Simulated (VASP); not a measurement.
# Cd (P6_3/mmc) in VASP: single point with PBE

Aim: the single point of Cd with PBE.

Everything below comes from runs of VASP 6.6.1. Logs are shortened: lines on timing, memory, paths and dates and some standing lists are left out, and cuts for length are marked.

## Step 1: The cell of the first run

Symmetry: P6_3/mmc, No. 194, hexagonal system. The conventional cell has a = 3.032 Å, b = 3.032 Å, c = 11.539 Å, α = 90.00°, β = 90.00°, γ = 120.00°. Within 4.0 Å of Cd (site symmetry -3m) lie 12 Cd at 3.03 to 3.37 Å. Within 4.0 Å of Cd (site symmetry -6m2) lie 12 Cd at 3.03 to 3.37 Å.

## Step 2: Single point, PBE

Input file INCAR:

```
  PREC = Accurate
  ENCUT = 520
  EDIFF = 1E-7
  ISMEAR = 0
  SIGMA = 0.1
  LREAL = F
  LASPH = T
  NELM = 100
  ALGO = Fast
  ISIF = 2
  LWAVE = F
  LCHARG = F
  GGA = PE
  NBANDS = 32
```

Input file KPOINTS:

```
regular mesh
0
Gamma
  18 18 6
```

Input file POSCAR:

```
Cd
1.0
    3.0320205197      0.0000000000      0.0000000000
   -1.5160102599      2.6258067949      0.0000000000
    0.0000000000      0.0000000000     11.5392996872
Cd
4
Direct
    0.0000000000      0.0000000000      0.0000000000
    0.3333333333      0.6666666667      0.2500000000
    0.0000000000      0.0000000000      0.5000000000
    0.6666666667      0.3333333333      0.7500000000
```

Potentials or basis: VASP PAW PBE potentials, release 64 (Cd).

The run is started by

```
$ cat potpaw_PBE.64/Cd/POTCAR > POTCAR
$ mpirun -np 1 vasp_std > vasp.out
```

OUTCAR:

```text
PREC = Accurate
   ENCUT = 520
   EDIFF = 1E-7
   ISMEAR = 0
   LREAL = F
   LASPH = T
   NELM = 100
   ISIF = 2
   GGA = PE

 ion  position               nearest neighbor table
   1  0.000  0.000  0.000-   2 3.37   4 3.37   4 3.37   2 3.37   4 3.37   2 3.37
   2  0.333  0.667  0.250-   1 3.37   3 3.37   1 3.37   3 3.37   1 3.37   3 3.37
   3  0.000  0.000  0.500-   2 3.37   4 3.37   4 3.37   2 3.37   4 3.37   2 3.37
   4  0.667  0.333  0.750-   1 3.37   3 3.37   1 3.37   3 3.37   1 3.37   3 3.37

  LATTYP: Found a hexagonal cell.
 ALAT       =     3.0320205197
 C/A-ratio  =     3.8058118711

  Lattice vectors:

 A1 = (   3.0320205197,   0.0000000000,   0.0000000000)
 A2 = (  -1.5160102599,   2.6258067949,   0.0000000000)
 A3 = (   0.0000000000,   0.0000000000,  11.5392996872)

Analysis of symmetry for initial positions (statically):
=====================================================================
 Subroutine PRICEL returns:
 Original cell was already a primitive cell.

 Routine SETGRP: Setting up the symmetry group for a
 hexagonal supercell.

 Subroutine GETGRP returns: Found 24 space group operations
 (whereof 12 operations were pure point group operations)
 out of a pool of 24 trial point group operations.

The static configuration has the point symmetry D_3d.
 The point group associated with its full space group is D_6h.

Analysis of symmetry for dynamics (positions and initial velocities):
=====================================================================
 Subroutine PRICEL returns:
 Original cell was already a primitive cell.

 Routine SETGRP: Setting up the symmetry group for a
 hexagonal supercell.

 Subroutine GETGRP returns: Found 24 space group operations
 (whereof 12 operations were pure point group operations)
 out of a pool of 24 trial point group operations.

The dynamic configuration has the point symmetry D_3d.
 The point group associated with its full space group is D_6h.

 Subroutine INISYM returns: Found 24 space group operations
 (whereof 12 operations are pure point group operations),
 and found     1 'primitive' translations

----------------------------------------------------------------------------------------

                                     Primitive cell

  volume of cell :      91.8701

  direct lattice vectors                    reciprocal lattice vectors
     3.032020520  0.000000000  0.000000000     0.329813071  0.190417666  0.000000000
    -1.516010260  2.625806795  0.000000000     0.000000000  0.380835331  0.000000000
     0.000000000  0.000000000 11.539299687     0.000000000  0.000000000  0.086660372

  length of vectors
     3.032020520  3.032020520 11.539299687     0.380835331  0.380835331  0.086660372

  position of ions in fractional coordinates (direct lattice)
     0.000000000  0.000000000  0.000000000
     0.333333333  0.666666667  0.250000000
     0.000000000  0.000000000  0.500000000
     0.666666667  0.333333333  0.750000000

  ion indices of the primitive-cell ions
   primitive index   ion index
                 1           1
                 2           2
                 3           3
                 4           4

----------------------------------------------------------------------------------------

 KPOINTS: regular mesh

Automatic generation of k-mesh.
 Grid dimensions read from file:
 generate k-points for:   18   18    6

 Generating k-lattice:

  Cartesian coordinates                     Fractional coordinates (reciprocal lattice)
     0.018322948  0.010578759  0.000000000     0.055555556  0.000000000  0.000000000
     0.000000000  0.021157518  0.000000000     0.000000000  0.055555556  0.000000000
     0.000000000  0.000000000  0.014443395     0.000000000  0.000000000  0.166666667

  Length of vectors
     0.021157518  0.021157518  0.014443395

  Shift w.r.t. Gamma in fractional coordinates (k-lattice)
     0.000000000  0.000000000  0.000000000

 Subroutine IBZKPT returns following result:
 ===========================================

 Found    148 irreducible k-points:

 Following reciprocal coordinates:
            Coordinates               Weight
  0.000000  0.000000  0.000000      1.000000
  0.055556 -0.000000  0.000000      6.000000
  0.111111 -0.000000  0.000000      6.000000
  0.166667 -0.000000  0.000000      6.000000
  0.222222 -0.000000  0.000000      6.000000
  0.277778 -0.000000  0.000000      6.000000
[... 16 lines left out ...]
  0.333333  0.111111  0.000000     12.000000
  0.388889  0.111111  0.000000     12.000000
 [... further k-points ...]
   k-points           NKPTS =    148   k-points in BZ     NKDIM =    148   number of bands    NBANDS=     32
   number of dos      NEDOS =    301   number of ions     NIONS =      4
   total plane-waves  NPLWV =  51840
   dimension x,y,z NGX =    24 NGY =   24 NGZ =   90
   dimension x,y,z NGXF=    48 NGYF=   48 NGZF=  180
   ions per type =               4
   NGX,Y,Z   is equivalent  to a cutoff of  13.16, 13.16, 12.97 a.u.
   NGXF,Y,Z  is equivalent  to a cutoff of  26.32, 26.32, 25.93 a.u.
 SYSTEM =  unknown system
   PREC   = accura    normal or accurate (medium, high low for compatibility)
   ISTART =      0    job   : 0-new  1-cont  2-samecut
   ICHARG =      2    charge: 1-file 2-atom 10-const
   ISPIN  =      1    spin polarized calculation?
   LNONCOLLINEAR =      F non collinear calculations
   LSORBIT =      F    spin-orbit coupling
   LASPH  =      T    aspherical Exc in radial PAW
   ENCUT  =  520.0 eV  38.22 Ry    6.18 a.u.   5.64  5.64 21.46*2*pi/ulx,y,z
   NELM   =    100;   NELMIN=  2; NELMDL= -5     # of ELM steps
   EDIFF  = 0.1E-06   stopping-criterion for ELM
   LREAL  =      F    real-space projection
   EDIFFG = 0.1E-05   stopping-criterion for IOM
   NSW    =      0    number of steps for IOM
   IBRION =     -1    ionic relax: 0-MD 1-quasi-New 2-CG
   NFREE  =      0    steps in history (QN), initial steepest desc. (CG)
   ISIF   =      2    stress and relaxation
   ISYM   =      2    0-nonsym 1-usesym 2-fastsym
   POTIM  = 0.5000    time-step for ionic-motion
   TEBEG  =    0.0;   TEEND  =   0.0 temperature during run
   PSTRESS=    0.0 pullay stress
   NELECT =      48.0000    total number of electrons
   NUPDOWN=      -1.0000    fix difference up-down
   EMIN   =  10.00;   EMAX   =-10.00  energy-range for DOS
   EFERMI =   0.00;   METHOD = LEGACY
   ISMEAR =     0;   SIGMA  =   0.10  broadening in eV -4-tet -1-fermi 0-gaus
   EFERMI_NEDOS =   21; number of points for ismear=-14 and -15
   IALGO  =     68    algorithm
   IMIX   =      4    mixing-type and parameters
     AMIX     =   0.40;   BMIX     =  1.00
     AMIX_MAG =   1.60;   BMIX_MAG =  1.00
  volume/ion in A,a.u.               =      22.97       154.99
  Fermi-wavevector in a.u.,A,eV,Ry     =   1.318552  2.491701 23.654794  1.738578
  Thomas-Fermi vector in A             =   2.448513
   LORBIT       =      0    0 simple, 1 ext, 2 COOP (PROOUT), +10 PAW based schemes
   GGA     = PE    functional components
   LHFCALC =     F    Hartree Fock is set to
   AEXX    =    0.0000 exact exchange contribution
   IVDW    =     0    specifies the selected vdW correction
   LEPSILON=     F    determine dielectric tensor
   LRPA    =     F    only Hartree local field effects (RPA)
 non-spin polarized calculation
 RMM-DIIS sequential band-by-band and
 Gauss-broadening in eV      SIGMA  =   0.10
  energy-cutoff  :      520.00
  volume of cell :       91.87
 maximum number of plane-waves:      2515
 NGX is ok and might be reduce to    24
   NGX = 11   NGY = 11   NGZ = 43

 number of electron      47.9999969 magnetization

 Free energy of the ion-electron system (eV)
  ---------------------------------------------------
  ext. energy  EPLUGINS =         0.00000000
  ---------------------------------------------------
  free energy    TOTEN  =        -2.97641881 eV

  energy without entropy =       -2.97048133  energy(sigma->0) =       -2.97345007

 E-fermi :   2.5470     XC(G=0): -10.7043

 val. band max:        2.5395035304   @ k =   0.5000  -0.0000   0.1667
 cond. band min:       2.5571400406   @ k =   0.4444   0.0556   0.3333
 fundamental gap:      0.0176365102
 Fermi energy:         2.5469862005

 k-point     1 :       0.0000    0.0000    0.0000
  band No.  band energies     occupation
      1      -7.1065      2.00000
      2      -6.9997      2.00000
      3      -6.9959      2.00000
      4      -6.8907      2.00000
      5      -6.5740      2.00000
      6      -6.5740      2.00000
[... 24 lines left out ...]
     31      16.9194      0.00000
     32      16.9457      0.00000

 k-point     2 :       0.0556   -0.0000    0.0000
  band No.  band energies     occupation
      1      -7.0771      2.00000
      2      -6.9712      2.00000
      3      -6.9683      2.00000
      4      -6.8653      2.00000
      5      -6.5853      2.00000
      6      -6.5734      2.00000
[... 24 lines left out ...]
     31      16.4253      0.00000
     32      16.4843      0.00000

 k-point     3 :       0.1111   -0.0000    0.0000
  band No.  band energies     occupation
      1      -7.0024      2.00000
      2      -6.9024      2.00000
      3      -6.9014      2.00000
      4      -6.8058      2.00000
      5      -6.6107      2.00000
      6      -6.5991      2.00000
[... 24 lines left out ...]
     31      14.5647      0.00000
     32      15.1790      0.00000

 k-point     4 :       0.1667   -0.0000    0.0000
  band No.  band energies     occupation
      1      -6.9417      2.00000
      2      -6.8517      2.00000
      3      -6.8489      2.00000
      4      -6.7495      2.00000
      5      -6.6446      2.00000
      6      -6.6108      2.00000
[... 654 lines left out ...]
     31       9.4014      0.00000
     32      10.0881      0.00000

 k-point    23 :       0.3333    0.1111    0.0000
  band No.  band energies     occupation
      1      -7.0779      2.00000
      2      -6.9828      2.00000
      3      -6.9777      2.00000
      4      -6.9276      2.00000
      5      -6.8824      2.00000
      6      -6.7648      2.00000
[... 24 lines left out ...]
     31       9.0897      0.00000
     32       9.4938      0.00000

 k-point    24 :       0.3889    0.1111    0.0000
  band No.  band energies     occupation
      1      -7.1213      2.00000
      2      -7.0256      2.00000
      3      -7.0162      2.00000
      4      -6.9733      2.00000
      5      -6.9341      2.00000
      6      -6.8021      2.00000
[... 24 lines left out ...]
     31       8.7847      0.00000
     32       9.8467      0.00000

 [... further k-points ...]

------------------------ aborting loop because EDIFF is reached ----------------------------------------

  FORCE on cell =-STRESS in cart. coord.  units (eV):
  Direction    XX          YY          ZZ          XY          YZ          ZX
  --------------------------------------------------------------------------------------
  -------------------------------------------------------------------------------------
  Total        0.0929371      0.0929371      0.2342716     -0.0000000      0.0000000     -0.0000000
  in kB        1.6207855      1.6207855      4.0855996     -0.0000000      0.0000000     -0.0000000
  external PRESSURE =       2.4423902 kB  Pullay stress =       0.0000000 kB

 VOLUME and BASIS-vectors are now :
 -----------------------------------------------------------------------------
  energy-cutoff  :      520.00
  volume of cell :       91.87
      direct lattice vectors                 reciprocal lattice vectors
     3.032020520  0.000000000  0.000000000     0.329813071  0.190417666  0.000000000
    -1.516010260  2.625806795  0.000000000     0.000000000  0.380835331  0.000000000
     0.000000000  0.000000000 11.539299687     0.000000000  0.000000000  0.086660372

 POSITION                                       TOTAL-FORCE (eV/Angst)
 -----------------------------------------------------------------------------------
      0.00000      0.00000      0.00000        -0.000000      0.000000      0.000000
     -0.00000      1.75054      2.88482        -0.000000      0.000000     -0.000000
      0.00000      0.00000      5.76965        -0.000000      0.000000      0.000000
      1.51601      0.87527      8.65447         0.000000     -0.000000     -0.000000
 -----------------------------------------------------------------------------------
    total drift:                               -0.000000      0.000000     -0.000000

  FREE ENERGIE OF THE ION-ELECTRON SYSTEM (eV)
  ---------------------------------------------------
  free  energy   TOTEN  =        -2.9764188112 eV

  energy  without entropy=       -2.9704813342  energy(sigma->0) =       -2.97345007
```

It took 7.6 min on 1 thread of Intel Xeon 8259CL, shared host; peak memory 0.44 GiB.

Results:

```yaml
Free_energy: -2.9764 eV
Pressure: 0.2 GPa
Band_gap_on_the_k_mesh: zero (bands 24 and 25 overlap by 4.37 eV)
```

Levels at points of the mesh, in eV from the Fermi level:
| k point | band 21 | band 22 | band 23 | band 24 | band 25 | band 26 | band 27 | band 28 |
| --- | --- | --- | --- | --- | --- | --- | --- | --- |
| (0.00, 0.00, 0.00) | -8.43 | -7.05 | -7.05 | -3.16 | -2.79 | 3.41 | 3.42 | 9.97 |
| (0.50, 0.00, 0.00) | -2.10 | -1.90 | -1.32 | -1.24 | -0.14 | -0.14 | 2.07 | 2.59 |
| (0.00, 0.00, 0.50) | -8.10 | -8.10 | -5.34 | -5.34 | -0.03 | -0.03 | 7.20 | 7.20 |
| (0.50, 0.00, 0.50) | -1.92 | -1.92 | -1.54 | -1.54 | 0.49 | 0.49 | 1.32 | 1.32 |
